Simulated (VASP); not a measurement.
# In3As (Pm-3m) in VASP: notebook, part 2 of 2

VASP 6.6.1. The steps go on from the part before.

**3. Single point, PBE+D3(BJ)**

This run uses another cell than the first one, of 24.37 Å³/atom.

The input, INCAR:

```
PREC = Accurate ; ENCUT = 520
EDIFF = 1E-6 ; ISMEAR = 0
SIGMA = 0.1 ; LREAL = False
LASPH = True ; NELM = 60
ALGO = Fast ; ISIF = 2
LWAVE = False ; LCHARG = False
GGA = PE ; IVDW = 12
NBANDS = 30
```

The input, KPOINTS:

```
Automatic mesh
0
Gamma
  10 10 10
```

The input, POSCAR:

```
In3As
1.0
    4.6021353856      0.0000000000      0.0000000000
    0.0000000000      4.6021353856      0.0000000000
    0.0000000000      0.0000000000      4.6021353856
In As
3 1
Direct
    0.0000000000      0.5000000000      0.5000000000
    0.5000000000      0.0000000000      0.5000000000
    0.5000000000      0.5000000000      0.0000000000
    0.0000000000      0.0000000000      0.0000000000
```

Potentials or basis: VASP PAW PBE potentials, release 64 (In_d, As).

Command:

```bash
> cat potpaw_PBE.64/In_d/POTCAR potpaw_PBE.64/As/POTCAR > POTCAR
> mpirun -np 1 vasp_std > vasp.out
```

OUTCAR:

```text
PREC = Accurate
   ENCUT = 520
   EDIFF = 1E-6
   ISMEAR = 0
   LREAL = False
   LASPH = True
   NELM = 60
   ISIF = 2
   GGA = PE
   IVDW = 12
 IVDW          = 12

 ion  position               nearest neighbor table
   1  0.000  0.500  0.500-   2 3.25   3 3.25   4 3.25   3 3.25   4 3.25   2 3.25   4 3.25   4 3.25
                             2 3.25   3 3.25   3 3.25   2 3.25
   2  0.500  0.000  0.500-   1 3.25   3 3.25   4 3.25   3 3.25   4 3.25   1 3.25   3 3.25   3 3.25
                             1 3.25   4 3.25   4 3.25   1 3.25
   3  0.500  0.500  0.000-   1 3.25   2 3.25   4 3.25   1 3.25   2 3.25   2 3.25   4 3.25   2 3.25
                             1 3.25   4 3.25   1 3.25   4 3.25
   4  0.000  0.000  0.000-   1 3.25   2 3.25   3 3.25   1 3.25   2 3.25   1 3.25   3 3.25   1 3.25
                             2 3.25   3 3.25   2 3.25   3 3.25

  LATTYP: Found a simple cubic cell.
 ALAT       =     4.6021353856

  Lattice vectors:

 A1 = (   4.6021353856,   0.0000000000,   0.0000000000)
 A2 = (   0.0000000000,   4.6021353856,   0.0000000000)
 A3 = (   0.0000000000,   0.0000000000,   4.6021353856)

Analysis of symmetry for initial positions (statically):
=====================================================================
 Subroutine PRICEL returns:
 Original cell was already a primitive cell.

 Routine SETGRP: Setting up the symmetry group for a
 simple cubic supercell.

 Subroutine GETGRP returns: Found 48 space group operations
 (whereof 48 operations were pure point group operations)
 out of a pool of 48 trial point group operations.

The static configuration has the point symmetry O_h .

Analysis of symmetry for dynamics (positions and initial velocities):
=====================================================================
 Subroutine PRICEL returns:
 Original cell was already a primitive cell.

 Routine SETGRP: Setting up the symmetry group for a
[... 129 lines left out ...]
     AMIX     =   0.40;   BMIX     =  1.00
     AMIX_MAG =   1.60;   BMIX_MAG =  1.00
  volume/ion in A,a.u.               =      24.37       164.44
  Fermi-wavevector in a.u.,A,eV,Ry     =   1.255836  2.373186 21.458083  1.577125
  Thomas-Fermi vector in A             =   2.389574
   LORBIT       =      0    0 simple, 1 ext, 2 COOP (PROOUT), +10 PAW based schemes
   GGA     = PE    functional components
   LHFCALC =     F    Hartree Fock is set to
   AEXX    =    0.0000 exact exchange contribution
   IVDW    =    12    specifies the selected vdW correction
   LEPSILON=     F    determine dielectric tensor
   LRPA    =     F    only Hartree local field effects (RPA)
 non-spin polarized calculation
 RMM-DIIS sequential band-by-band and
 Gauss-broadening in eV      SIGMA  =   0.10
  energy-cutoff  :      520.00
  volume of cell :       97.47
 maximum number of plane-waves:      2642
 NGX is ok and might be reduce to    36
   NGX = 17   NGY = 17   NGZ = 17

 number of electron      43.9999963 magnetization

 Free energy of the ion-electron system (eV)
  ---------------------------------------------------
  ext. energy  EPLUGINS =         0.00000000
  ---------------------------------------------------
  free energy    TOTEN  =       -12.00191471 eV

  energy without entropy =      -11.98814347  energy(sigma->0) =      -11.99502909

 E-fermi :   7.1524     XC(G=0): -10.3543

 val. band max:        7.1452435861   @ k =   0.2000   0.0000   0.0000
 cond. band min:       7.1670648480   @ k =   0.5000   0.3000   0.0000
 fundamental gap:      0.0218212620
 Fermi energy:         7.1524348985

 k-point     1 :       0.0000    0.0000    0.0000
  band No.  band energies     occupation
      1      -7.6323      2.00000
      2      -7.6130      2.00000
      3      -7.6130      2.00000
      4      -7.6130      2.00000
      5      -7.4285      2.00000
      6      -7.4285      2.00000
[... 781 lines left out ...]
     29      12.8425      0.00000
     30      14.8878      0.00000

 [... further k-points ...]

------------------------ aborting loop because EDIFF is reached ----------------------------------------

 Edisp (eV)   -1.45950

 E8    (eV) :    -0.7003

  FORCE on cell =-STRESS in cart. coord.  units (eV):
  Direction    XX          YY          ZZ          XY          YZ          ZX
  --------------------------------------------------------------------------------------
  -------------------------------------------------------------------------------------
  Total      -0.00617    -0.00617    -0.00617     0.00000     0.00000    -0.00000
  in kB      -0.10137    -0.10137    -0.10137     0.00000     0.00000    -0.00000
  external pressure =       -0.10 kB  Pullay stress =        0.00 kB

 VOLUME and BASIS-vectors are now :
 -----------------------------------------------------------------------------
  energy-cutoff  :      520.00
  volume of cell :       97.47
      direct lattice vectors                 reciprocal lattice vectors
     4.602135386  0.000000000  0.000000000     0.217290435  0.000000000  0.000000000
     0.000000000  4.602135386  0.000000000     0.000000000  0.217290435  0.000000000
     0.000000000  0.000000000  4.602135386     0.000000000  0.000000000  0.217290435

 POSITION                                       TOTAL-FORCE (eV/Angst)
 -----------------------------------------------------------------------------------
      0.00000      2.30107      2.30107         0.000000      0.000000      0.000000
      2.30107      0.00000      2.30107         0.000000      0.000000      0.000000
      2.30107      2.30107      0.00000         0.000000      0.000000      0.000000
      0.00000      0.00000      0.00000         0.000000      0.000000      0.000000
 -----------------------------------------------------------------------------------
    total drift:                                0.000000      0.000000      0.000000

  FREE ENERGIE OF THE ION-ELECTRON SYSTEM (eV)
  ---------------------------------------------------
  free  energy   TOTEN  =       -13.4614164750 eV

  energy  without entropy=      -13.4476452373  energy(sigma->0) =      -13.45453086
```

OSZICAR:

```text
N       E                     dE             d eps       ncg     rms          rms(c)
DAV:   1     0.393941349607E+03    0.39394E+03   -0.21207E+04  3366   0.193E+03
DAV:   2     0.259590223117E+02   -0.36798E+03   -0.36028E+03  3366   0.444E+02
DAV:   3    -0.106139121099E+02   -0.36573E+02   -0.35755E+02  4088   0.158E+02
DAV:   4    -0.121513321709E+02   -0.15374E+01   -0.15304E+01  3950   0.335E+01
DAV:   5    -0.122185322808E+02   -0.67200E-01   -0.67193E-01  4990   0.596E+00    0.465E+00
RMM:   6    -0.120174502945E+02    0.20108E+00   -0.33710E-01  3752   0.482E+00    0.250E+00
RMM:   7    -0.120046063339E+02    0.12844E-01   -0.45850E-02  4322   0.169E+00    0.116E+00
RMM:   8    -0.120014017062E+02    0.32046E-02   -0.20921E-02  4069   0.892E-01    0.144E-01
RMM:   9    -0.120016897440E+02   -0.28804E-03   -0.49014E-03  4668   0.786E-01    0.111E-01
RMM:  10    -0.120018658178E+02   -0.17607E-03   -0.18886E-03  5475   0.275E-01    0.143E-01
RMM:  11    -0.120018939416E+02   -0.28124E-04   -0.31998E-04  5658   0.111E-01    0.183E-01
RMM:  12    -0.120019146562E+02   -0.20715E-04   -0.78599E-05  4251   0.658E-02    0.589E-02
RMM:  13    -0.120019136913E+02    0.96487E-06   -0.26248E-05  4577   0.438E-02    0.880E-02
RMM:  14    -0.120019147024E+02   -0.10111E-05   -0.12414E-05  4108   0.189E-02    0.945E-02
RMM:  15    -0.120019147095E+02   -0.70449E-08   -0.18744E-06  2106   0.115E-02
   1 F= -.13461416E+02 E0= -.13454531E+02  d E =-.137712E-01
```

Run time: 66 s. Hardware: 1 thread of Intel Xeon 6975P-C (Granite Rapids), shared host; peak memory 0.29 GiB.

What came out:

* Free energy: -13.4614 eV
* Pressure: 0.0 GPa
* Band gap on the k mesh: zero (bands 22 and 23 overlap by 4.10 eV)
* Dispersion energy per atom: -0.365 eV

Caveat: spin-orbit coupling is left out, which moves the levels of the heavy elements.
